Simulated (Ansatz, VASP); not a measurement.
## O in VASP and in Ansatz

File INCAR:

```
SYSTEM = O
PREC     = Accurate       ! precision mode
ENCUT    = 520            ! plane-wave cutoff, eV
EDIFF    = 1E-7           ! SCF threshold, eV
ISMEAR   = -1             ! smearing method
SIGMA    = 0.05           ! smearing width, eV
LREAL    = .False.        ! projectors in reciprocal space
LASPH    = .True.         ! aspherical terms in the spheres
NELM     = 80             ! most SCF steps
ALGO     = Normal         ! electronic algorithm
ISIF     = 2              ! what is computed and relaxed
LWAVE    = .False.        ! write WAVECAR
LCHARG   = .False.        ! write CHGCAR
GGA      = PE             ! functional
NBANDS   = 20             ! bands
```

The input KPOINTS:

```
Automatic mesh
0
Gamma
  7 7 9
  0 0 0
```

File POSCAR:

```
O
1.0
    3.9685958797      0.0000000000      0.0000000000
    0.0000000000      3.8637789472      0.0000000000
   -1.0162034748      0.0000000000      3.0113394916
O
4
Direct
    0.3329660000      0.3058770000      0.1812950000
    0.6670340000      0.3058770000      0.3187050000
    0.6670340000      0.6941230000      0.8187050000
    0.3329660000      0.6941230000      0.6812950000
```

The input input.yaml:

```yaml
crystal:
  lattice:
    - [3.9685958797, 0.0, 0.0]
    - [0.0, 3.8637789472, 0.0]
    - [-1.0162034748, 0.0, 3.0113394916]
  atoms:
    - { symbol: O, position: [0.332966, 0.305877, 0.181295] }
    - { symbol: O, position: [0.667034, 0.305877, 0.318705] }
    - { symbol: O, position: [0.667034, 0.694123, 0.818705] }
    - { symbol: O, position: [0.332966, 0.694123, 0.681295] }
hamiltonian:
  xc: pbe
  pseudopotentials: { kind: paw }
kpoints:
  mp_grid: { grid: [7, 7, 9] }
scf:
  occupations: { method: fermi_dirac, width: 0.05 }
output:
  forces: true
  stress: true
  eigenvalues: true
  write_density: true
  write_potential: true
  elf: true
  volumetric_format: npy
```

Alike in both runs: task single point; functional PBE; k mesh 7 × 7 × 9; occupations fermi-dirac, width 0.05 eV; no spin polarisation.

|  | VASP | Ansatz |
| --- | --- | --- |
| version | VASP 6.6.1 | Ansatz 0.2.0 |
| potentials or method | VASP PAW PBE potentials, release 64 (O) | Ansatz PAW |
| plane-wave cutoff (eV) | 520 | 420 |
| valence electrons in the cell | 24 | 24 |

Ansatz gave:

| Quantity | Value |
| --- | --- |
| gap on the k mesh at the Fermi level (eV) | 0.63 |
| least direct gap on the mesh (eV) | 0.81 |
| pressure (GPa) | -5.9 |
| traceless stress, the component that is largest in VASP (GPa) | -10.05 |
| rms of the force components (eV/Å) | 1.516 |

What did VASP give for the same quantities?

gap on the k mesh at the Fermi level (eV): 0.63; least direct gap on the mesh (eV): 0.81; pressure (GPa): -3.8; traceless stress, the component that is largest in VASP (GPa): -6.04; rms of the force components (eV/Å): 1.033.

Atom by atom the forces differ by 0.486 eV/Å (rms over components).

Noted on VASP's run: the standard files for N, O and F lose accuracy on very short bonds; spin is off for a triplet molecule. Noted on Ansatz's run: Pulay correction over one GPa; spin is off for a triplet molecule; odd divisions of the mesh miss points on the zone boundary, where band edges often lie, so the gap on the mesh can be too wide.
